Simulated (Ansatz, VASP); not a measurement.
# SnSe4 in VASP and in Ansatz

```
CELL_PARAMETERS angstrom
5.11354 0.00000 0.00000
0.00000 5.11354 0.00000
0.00000 0.00000 5.11354
ATOMIC_POSITIONS crystal
Sn 0.00000 0.00000 0.00000
Se 0.29647 0.29647 0.29647
Se 0.70353 0.70353 0.29647
Se 0.29647 0.70353 0.70353
Se 0.70353 0.29647 0.70353
```

Change from the starting cell: species swapped into the SnI4 type (P-43m, No. 215).

Alike in both runs: task relaxation of cell and atoms; functional PBE; k mesh 8 × 8 × 8; occupations gaussian, width 0.1 eV; no spin polarisation.

|  | VASP | Ansatz |
| --- | --- | --- |
| version | VASP 6.6.1 | Ansatz 0.2.0 |
| potentials or method | VASP PAW PBE potentials, release 64 (Sn_d, Se), cutoff 600 eV | scalar-relativistic, plane waves, PAW |
| valence electrons in the cell | 38 | 78 |

```csv
,VASP,Ansatz,Ansatz less VASP
"gap on the k mesh at the Fermi level, each at its own relaxed structure (eV)",none,none,-
relaxed volume (Å³/atom),26.86,26.82,-0.037
relaxed cell length with the largest relative difference (Å),5.121,5.119,-0.0023
```

A gap of «none» marks a metal or a gap that the smearing closes. VASP's potentials hold 38 valence electrons a cell and Ansatz's 78, so a difference there can come from the potentials and not from the codes.
